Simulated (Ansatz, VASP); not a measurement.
**One calculation of Hf2N, two programs**

Contents of POSCAR:

```
Hf2N
1.0
    5.3131240200      0.0000000000      0.0000000000
    0.0000000000      5.3131240200      0.0000000000
    0.0000000000      0.0000000000      3.2420983900
Hf N
4 2
Direct
    0.2955363700      0.2955363700      0.0000000000
    0.7044636300      0.7044636300      0.0000000000
    0.7955363700      0.2044636300      0.5000000000
    0.2044636300      0.7955363700      0.5000000000
    0.0000000000      0.0000000000      0.0000000000
    0.5000000000      0.5000000000      0.5000000000
```

Contents of INCAR.step1:

```
SYSTEM = Hf2N
ALGO = Normal
EDIFF = 1E-4
ENCUT = 520
GGA = PE
ISMEAR = 0
LASPH = .TRUE.
LCHARG = .FALSE.
LREAL = .FALSE.
LWAVE = .TRUE.
NBANDS = 34
NELM = 60
PREC = Accurate
SIGMA = 0.01
```

File INCAR.step2:

```
SYSTEM = Hf2N
ALGO = Normal
EDIFF = 1E-6
ENCUT = 520
ISIF = 2
ISMEAR = 0
ISTART = 1
LASPH = .TRUE.
LCHARG = .TRUE.
LELF = .TRUE.
LMIXTAU = .TRUE.
LREAL = .FALSE.
LVHAR = .TRUE.
LWAVE = .FALSE.
METAGGA = R2SCAN
NBANDS = 34
NELM = 60
PREC = Accurate
SIGMA = 0.01
```

Contents of KPOINTS:

```
k-points
0
G
  4 4 6
  0 0 0
```

Input for Ansatz:

```yaml
crystal:
  lattice:
    - [5.31312402, 0.0, 0.0]
    - [0.0, 5.31312402, 0.0]
    - [0.0, 0.0, 3.24209839]
  atoms:
    - { symbol: Hf, position: [0.29553637, 0.29553637, 0.0] }
    - { symbol: Hf, position: [0.70446363, 0.70446363, 0.0] }
    - { symbol: Hf, position: [0.79553637, 0.20446363, 0.5] }
    - { symbol: Hf, position: [0.20446363, 0.79553637, 0.5] }
    - { symbol: "N", position: [0.0, 0.0, 0.0] }
    - { symbol: "N", position: [0.5, 0.5, 0.5] }
basis:
  ecutwfc: 500
kpoints:
  mp_grid: { grid: [4, 4, 6] }
hamiltonian:
  xc: r2scan
scf:
  occupations: { method: gaussian, width: 0.01 }
output:
  forces: true
  stress: true
  eigenvalues: true
```

Alike in both runs: task single point; functional r2SCAN; k mesh 4 × 4 × 6; occupations gaussian, width 0.01 eV; no spin polarisation.

```csv
,VASP,Ansatz
version,VASP 6.6.1,Ansatz 0.2.0
potentials or method,"VASP PAW PBE potentials, release 64 (Hf_pv, N), cutoff 520 eV","scalar-relativistic, plane waves, PAW"
valence electrons in the cell,50,114
```

```tsv
	VASP	Ansatz	Ansatz less VASP
gap on the k mesh at the Fermi level (eV)	none	none	-
pressure (GPa)	-0.1	1.4	+1.49
traceless stress, the component that is largest in VASP (GPa)	-0.37	-0.27	+0.101
rms of the force components (eV/Å)	0.058	0.064	+0.0056
```

VASP's potentials were made for PBE, not for r2SCAN. Atom by atom the forces differ by 0.006 eV/Å (rms over components). A gap of «none» marks a metal or a gap that the smearing closes. With one functional, cell and mesh, what is left measures potentials, basis and numerics. VASP's potentials hold 50 valence electrons a cell and Ansatz's 114, so a difference there can come from the potentials and not from the codes.

Neither program's run includes spin-orbit coupling.
